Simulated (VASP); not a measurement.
# Al (Fm-3m) in VASP: a series of runs, part 2 of 2

VASP 6.6.1.

## (4) Relaxation of cell and atoms, PBE

Contents of INCAR:

```
SYSTEM = Al
ALGO = Normal ; EDIFF = 1E-6
EDIFFG = -0.005 ; ENCUT = 600
GGA = PE ; IBRION = 2
ISIF = 3 ; ISMEAR = 0
LASPH = .True. ; LCHARG = .False.
LREAL = .False. ; LWAVE = .False.
NELM = 100 ; NSW = 100
PREC = Accurate ; SIGMA = 0.1
```

Contents of KPOINTS:

```
k-points
0
Gamma
  18 18 18
  0 0 0
```

Contents of POSCAR:

```
Al
1.0
    0.0000000000      2.0194648500      2.0194648500
    2.0194648500      0.0000000000      2.0194648500
    2.0194648500      2.0194648500      0.0000000000
Al
1
Direct
    0.0000000000      0.0000000000      0.0000000000
```

Potentials or basis: VASP PAW PBE potentials, release 64 (Al).

The run is started by

```
cat potpaw_PBE.64/Al/POTCAR > POTCAR
mpirun -np 1 vasp_std > vasp.out
```

OUTCAR:

```text
SYSTEM = Al
   EDIFF = 1E-6
   EDIFFG = -0.005
   ENCUT = 600
   GGA = PE
   IBRION = 2
   ISIF = 3
   ISMEAR = 0
   LASPH = .True.
   LREAL = .False.
   NELM = 100
   NSW = 100
   PREC = Accurate

 ion  position               nearest neighbor table
   1  0.000  0.000  0.000-

  LATTYP: Found a face centered cubic cell.
 ALAT       =     4.0389297000

  Lattice vectors:

 A1 = (   0.0000000000,   2.0194648500,   2.0194648500)
 A2 = (   2.0194648500,   0.0000000000,   2.0194648500)
 A3 = (   2.0194648500,   2.0194648500,   0.0000000000)

Analysis of symmetry for initial positions (statically):
=====================================================================
 Subroutine PRICEL returns:
 Original cell was already a primitive cell.

 Routine SETGRP: Setting up the symmetry group for a
 face centered cubic supercell.

 Subroutine GETGRP returns: Found 48 space group operations
 (whereof 48 operations were pure point group operations)
 out of a pool of 48 trial point group operations.

[... 198 lines left out ...]
 Free energy of the ion-electron system (eV)
  ---------------------------------------------------
  ext. energy  EPLUGINS =         0.00000000
  ---------------------------------------------------
  free energy    TOTEN  =        -3.74460435 eV

  energy without entropy =       -3.74167874  energy(sigma->0) =       -3.74314155

 E-fermi :   7.9934     XC(G=0): -10.1975

 val. band max:        7.9869257307   @ k =  -0.2778   0.2778   0.0556
 cond. band min:       7.9942350114   @ k =  -0.2778   0.5000   0.2222
 fundamental gap:      0.0073092808
 Fermi energy:         7.9933986804

 k-point     1 :       0.0000    0.0000    0.0000
  band No.  band energies     occupation
      1      -3.1336      2.00000
      2      20.6225      0.00000
      3      20.6225      0.00000
      4      20.6225      0.00000
      5      22.1159      0.00000
[... 177 lines left out ...]
 k-point    24 :      -0.2222    0.0556    0.0000
  band No.  band energies     occupation
      1      -1.4922      2.00000
      2      11.8435      0.00000
      3      17.2882      0.00000
      4      20.1400      0.00000
      5      21.8857      0.00000

 [... further k-points ...]
[... 5 lines left out ...]
  --------------------------------------------------------------------------------------
  -------------------------------------------------------------------------------------
  Total       -0.0004686     -0.0004686     -0.0004686      0.0000000      0.0000000     -0.0000000
  in kB       -0.0455145     -0.0455145     -0.0455145      0.0000000      0.0000000     -0.0000000
  external PRESSURE =      -0.0455145 kB  Pullay stress =       0.0000000 kB

 VOLUME and BASIS-vectors are now :
 -----------------------------------------------------------------------------
  energy-cutoff  :      600.00
  volume of cell :       16.50
      direct lattice vectors                 reciprocal lattice vectors
     0.000000000  2.020479262  2.020479262    -0.247466039  0.247466039  0.247466039
     2.020479262  0.000000000  2.020479262     0.247466039 -0.247466039  0.247466039
     2.020479262  2.020479262  0.000000000     0.247466039  0.247466039 -0.247466039

 POSITION                                       TOTAL-FORCE (eV/Angst)
 -----------------------------------------------------------------------------------
      0.00000      0.00000      0.00000         0.000000      0.000000      0.000000
 -----------------------------------------------------------------------------------
    total drift:                                0.000000     -0.000000     -0.000000

  FREE ENERGIE OF THE ION-ELECTRON SYSTEM (eV)
  ---------------------------------------------------
  free  energy   TOTEN  =        -3.7446043536 eV

  energy  without entropy=       -3.7416787391  energy(sigma->0) =       -3.74314155

 reached required accuracy - stopping structural energy minimisation
```

OSZICAR:

```text
N       E                     dE             d eps       ncg     rms          rms(c)
DAV:   1    -0.124544577009E+01   -0.12454E+01   -0.92321E+02  1965   0.375E+02
DAV:   2    -0.373980517715E+01   -0.24944E+01   -0.23055E+01  2460   0.333E+01
DAV:   3    -0.376698634011E+01   -0.27181E-01   -0.27022E-01  2600   0.392E+00
DAV:   4    -0.376709031512E+01   -0.10398E-03   -0.10397E-03  2555   0.238E-01
DAV:   5    -0.376709099355E+01   -0.67844E-06   -0.67840E-06  2615   0.161E-02    0.131E+00
DAV:   6    -0.375408839974E+01    0.13003E-01   -0.16407E-03  2340   0.310E-01    0.760E-01
DAV:   7    -0.374460313640E+01    0.94853E-02   -0.49275E-03  2345   0.503E-01    0.146E-01
DAV:   8    -0.374459939579E+01    0.37406E-05   -0.23415E-05  2480   0.521E-02    0.745E-03
DAV:   9    -0.374459785651E+01    0.15393E-05   -0.98815E-07  2365   0.692E-03    0.111E-03
DAV:  10    -0.374459747399E+01    0.38253E-06   -0.56144E-09  1295   0.834E-04
   1 F= -.37445975E+01 E0= -.37431298E+01  d E =-.374460E+01
       N       E                     dE             d eps       ncg     rms          rms(c)
DAV:   1    -0.374460498112E+01   -0.71246E-05   -0.11130E-04  2495   0.669E-02    0.883E-03
DAV:   2    -0.374460435356E+01    0.62756E-06   -0.69318E-07  1740   0.745E-03
   2 F= -.37446044E+01 E0= -.37431415E+01  d E =-.687957E-05
```

CONTCAR:

```text
Al
   1.00000000000000
     0.0000000000000000    2.0204792617401850    2.0204792617401850
     2.0204792617401850    0.0000000000000000    2.0204792617401850
     2.0204792617401850    2.0204792617401850    0.0000000000000000
  Al
     1
Direct
     0.0000000000000000    0.0000000000000000    0.0000000000000000

  0.00000000E+00  0.00000000E+00  0.00000000E+00
```

Run time: 16 s. Hardware: 1 thread of AMD EPYC 7R43 (Zen 3), shared host; peak memory 0.1 GiB.

Results:

- Free energy: -3.7446 eV
- Relaxed volume: 16.50 Å³/atom
- Relaxed cell: a = 2.857 Å, b = 2.857 Å, c = 2.857 Å, α = 60.00°, β = 60.00°, γ = 60.00°
- Space group after relaxing (to 0.05 Å): Fm-3m (No. 225)
- Energy gained by relaxing: 0.0 meV/atom
- Ionic steps: 2
- Pressure after relaxing: 0.0 GPa

Final structure:
```yaml
crystal:
  lattice:
    - [0.00000, 2.02048, 2.02048]
    - [2.02048, 0.00000, 2.02048]
    - [2.02048, 2.02048, 0.00000]
  atoms:
    - { symbol: Al, position: [0.00000, 0.00000, 0.00000] }
```

## (5) The runs side by side

| task | cell | k mesh | cutoff (eV) | gap on the mesh (eV) | pressure (GPa) |
| --- | --- | --- | --- | --- | --- |
| single point | a = 2.856 Å, angles 60.0°, 1 atom | 8 × 8 × 8 | 520 | none | 0.2 |
| single point | a = 2.858 Å, angles 60.0°, 1 atom | 18 × 18 × 18 | 520 | none | -0.1 |
| relaxation of cell and atoms | relaxed from a = 2.856 Å, angles 60.0°, 1 atom | 18 × 18 × 18 | 600 | none | 0.0 |

Alike in all rows: level PBE; potentials or basis VASP PAW PBE potentials, release 64 (Al); no spin polarisation; smearing gaussian 0.1 eV.

Absolute energies hang on the potentials; compare differences alone.
